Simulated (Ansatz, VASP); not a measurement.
One calculation of Ti, two programs

```
Ti
1.0
     2.86379    0.00000    0.00000
    -1.43189    2.48011    0.00000
     0.00000    0.00000    4.53611
Ti
2
Direct
  0.33333 0.66667 0.25000
  0.66667 0.33333 0.75000
```

Alike in both runs: functional LDA; k mesh 18 × 18 × 10; occupations gaussian, width 0.1 eV; no spin polarisation.

Ansatz relaxed the structure, and its values are those at the end. VASP's run is a single point on that final structure, the one shown.

```csv
,VASP,Ansatz
version,VASP 6.6.1,Ansatz 0.2.0
potentials or method,"VASP PAW LDA potentials, release 64 (Ti_sv), cutoff 520 eV","scalar-relativistic, plane waves, PAW"
valence electrons in the cell,24,24
```

```csv
,VASP,Ansatz,Ansatz less VASP
gap on the k mesh at the Fermi level (eV),none,none,-
pressure (GPa),-0.2,0.0,+0.20
```

LDA's correlation is that of Perdew and Zunger in VASP and of Perdew and Wang (1992) in Ansatz. A gap of «none» marks a metal or a gap that the smearing closes.
